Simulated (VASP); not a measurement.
# KI (I4/mmm) in VASP: notebook, part 2 of 2

VASP 6.6.1. The steps go on from the part before.

## (4) Single point, PBE (uniaxial z strain -1.5%)

The input, INCAR:

```
ALGO = Normal
EDIFF = 1E-6
ENCUT = 520
GGA = PE
ISIF = 2
ISMEAR = -1
LASPH = T
LCHARG = F
LREAL = F
LWAVE = F
NBANDS = 15
NELM = 60
PREC = Accurate
SIGMA = 0.02
```

The input, KPOINTS:

```
k-points
0
Gamma
  6 6 6
```

The input, POSCAR:

```
KI
1.0
    0.0000000000      3.5442842164      3.4911199532
    3.5442842164      0.0000000000      3.4911199532
    3.5442842164      3.5442842164      0.0000000000
K I
1 1
Direct
    0.0000000000      0.0000000000      0.0000000000
    0.5000000000      0.5000000000      0.5000000000
```

Potentials or basis: VASP PAW PBE potentials, release 64 (K_sv, I).

The run is started by

```
$ cat potpaw_PBE.64/K_sv/POTCAR potpaw_PBE.64/I/POTCAR > POTCAR
$ mpirun -np 1 vasp_std > vasp.out
```

OUTCAR:

```text
EDIFF = 1E-6
   ENCUT = 520
   GGA = PE
   ISIF = 2
   ISMEAR = -1
   LASPH = T
   LREAL = F
   NELM = 60
   PREC = Accurate

 ion  position               nearest neighbor table
   1  0.000  0.000  0.000-   2 3.49   2 3.49   2 3.54   2 3.54   2 3.54   2 3.54
   2  0.500  0.500  0.500-   1 3.49   1 3.49   1 3.54   1 3.54   1 3.54   1 3.54

  LATTYP: Found a body centered tetragonal cell.
 ALAT       =     5.0123748077
 C/A-ratio  =     1.3930003590

  Lattice vectors:
[... 609 lines left out ...]
      8      -0.7438      2.00000
      9       4.9442      0.00000
     10       5.8578      0.00000
     11       7.3568      0.00000
     12       7.8106      0.00000
     13       8.5208      0.00000
     14       8.9467      0.00000
     15       9.4133      0.00000

 [... further k-points ...]
[... 5 lines left out ...]
  --------------------------------------------------------------------------------------
  -------------------------------------------------------------------------------------
  Total        0.3074514      0.3074514      0.5423269      0.0000000     -0.0000000      0.0000000
  in kB        5.6161045      5.6161045      9.9064919      0.0000000     -0.0000000      0.0000000
  external PRESSURE =       7.0462337 kB  Pullay stress =       0.0000000 kB

 VOLUME and BASIS-vectors are now :
 -----------------------------------------------------------------------------
  energy-cutoff  :      520.00
  volume of cell :       87.71
      direct lattice vectors                 reciprocal lattice vectors
     0.000000000  3.544284216  3.491119953    -0.141072208  0.141072208  0.143220516
     3.544284216  0.000000000  3.491119953     0.141072208 -0.141072208  0.143220516
     3.544284216  3.544284216  0.000000000     0.141072208  0.141072208 -0.143220516

 POSITION                                       TOTAL-FORCE (eV/Angst)
 -----------------------------------------------------------------------------------
      0.00000      0.00000      0.00000         0.000000      0.000000     -0.000000
      3.54428      3.54428      3.49112        -0.000000     -0.000000      0.000000
 -----------------------------------------------------------------------------------
    total drift:                                0.000000     -0.000000     -0.000000

  FREE ENERGIE OF THE ION-ELECTRON SYSTEM (eV)
  ---------------------------------------------------
  free  energy   TOTEN  =        -5.5532775486 eV

  energy  without entropy=       -5.5532775486  energy(sigma->0) =       -5.55327755
```

OSZICAR:

```text
N       E                     dE             d eps       ncg     rms          rms(c)
DAV:   1     0.878809148046E+02    0.87881E+02   -0.64586E+03   900   0.905E+02
DAV:   2    -0.235114028256E+00   -0.88116E+02   -0.81807E+02  1181   0.212E+02
DAV:   3    -0.539245851850E+01   -0.51573E+01   -0.51334E+01  1286   0.442E+01
DAV:   4    -0.563134170541E+01   -0.23888E+00   -0.23884E+00  1395   0.843E+00
DAV:   5    -0.563326957587E+01   -0.19279E-02   -0.19278E-02  1319   0.751E-01    0.309E+00
DAV:   6    -0.555129981512E+01    0.81970E-01   -0.93111E-02  1159   0.178E+00    0.220E+00
DAV:   7    -0.554760587445E+01    0.36939E-02   -0.11274E-01  1222   0.170E+00    0.787E-01
DAV:   8    -0.555265576172E+01   -0.50499E-02   -0.12222E-02   971   0.718E-01    0.132E-01
DAV:   9    -0.555311490342E+01   -0.45914E-03   -0.90805E-04  1222   0.177E-01    0.752E-02
DAV:  10    -0.555323371153E+01   -0.11881E-03   -0.11815E-04  1089   0.600E-02    0.202E-02
DAV:  11    -0.555327781340E+01   -0.44102E-04   -0.58811E-05   977   0.446E-02    0.194E-02
DAV:  12    -0.555327754862E+01    0.26478E-06   -0.28987E-06  1235   0.132E-02
   1 F= -.55532775E+01 E0= -.55532775E+01  d E =-.696624E-12
```

Run time: 15 s. Hardware: 1 thread of Intel Xeon 6975P-C (Granite Rapids), shared host; peak memory 0.24 GiB.

Results:

- Free energy: -5.5533 eV
- Pressure: 0.7 GPa
- Band gap on the k mesh: 3.97 eV, direct

Stress tensor (GPa, compression positive):
```
0.56 0.00 0.00
0.00 0.56 0.00
0.00 0.00 0.99
```

Caveat: the cell differs from its parent crystal (uniaxial z strain -1.5%); spin-orbit coupling is left out, which moves the levels of the heavy elements.

## (5) Summary

| cell | gap on the mesh (eV) | pressure (GPa) |
| --- | --- | --- |
| a = 4.985, b = 4.985, c = 4.937 Å, angles 60.3, 60.3, 59.4°, 2 atoms | 4.00 | 0.9 |
| a = 5.012, b = 4.963, c = 4.963 Å, angles 60.7, 59.7, 59.7°, 2 atoms | 3.98 | 0.8 |
| a = 4.975, b = 4.975, c = 5.012 Å, angles 59.8, 59.8, 60.5°, 2 atoms | 3.97 | 0.7 |

Alike in all rows: task single point; level PBE; potentials or basis VASP PAW PBE potentials, release 64 (K_sv, I); no spin polarisation; k mesh 6 × 6 × 6; cutoff (eV) 520; smearing fermi-dirac 0.02 eV.

Caveats: spin-orbit coupling is left out, which moves the levels of the heavy elements.

Total energies depend on the potentials used, so only differences within one code and one set of settings carry meaning.
